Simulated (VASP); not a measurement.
Input of a VASP 6.6.1 run:

INCAR

```
PREC = Accurate
ENCUT = 520
EDIFF = 1E-6
ISMEAR = 0
SIGMA = 0.15
LREAL = False
LASPH = True
NELM = 80
ALGO = Fast
ISIF = 2
LWAVE = False
LCHARG = False
GGA = PS
NBANDS = 40
```

File KPOINTS:

```
Automatic mesh
0
Gamma
  8 8 10
```

The input POSCAR:

```
Al3Ni5
1.0
    3.2933322733     -3.6919375996      0.0000000000
    3.2933322733      3.6919375996      0.0000000000
    0.0000000000      0.0000000000      3.7203545688
Al Ni
3 5
Direct
    0.5182083939      0.4817916061      0.0000000000
    0.7787032817      0.2212967183      0.5000000000
    0.2193255241      0.7806744759      0.5000000000
   -0.0182536480      0.0182536480      0.0000000000
    0.0287692462      0.5241112295      0.0000000000
    0.4758887705     -0.0287692462      0.0000000000
    0.2793029770      0.2731716370      0.5000000000
    0.7268283630      0.7206970230      0.5000000000
```

Potentials or basis: VASP PAW PBE potentials, release 64 (Al, Ni).

The run is started by

```sh
$ cat potpaw_PBE.64/Al/POTCAR potpaw_PBE.64/Ni/POTCAR > POTCAR
$ mpirun -np 1 vasp_std > vasp.out
```

Q: What does it give for the band gap on the k mesh?

A: Zero (an odd number of electrons rules out a gap without spin polarisation).

Q: What does it give for the pressure?

A: 0.8 GPa.

Q: Estimate the largest force.

A: 0.656 eV/Å.

Forces on the atoms (eV/Å):
```
Al   0.000  0.238  0.000
Al   0.000 -0.063  0.000
Al   0.000  0.035  0.000
Ni   0.000 -0.483  0.000
Ni  -0.654  0.051  0.000
Ni   0.654  0.051  0.000
Ni   0.001  0.085  0.000
Ni  -0.001  0.085  0.000
```

Caveat: the cell differs from its parent crystal (atoms displaced along a vibrational mode); the PAW data sets were made with another functional, which shifts forces and pressure a little. Spin polarisation is off, so any magnetic state and its effect on volume and gap are missing.
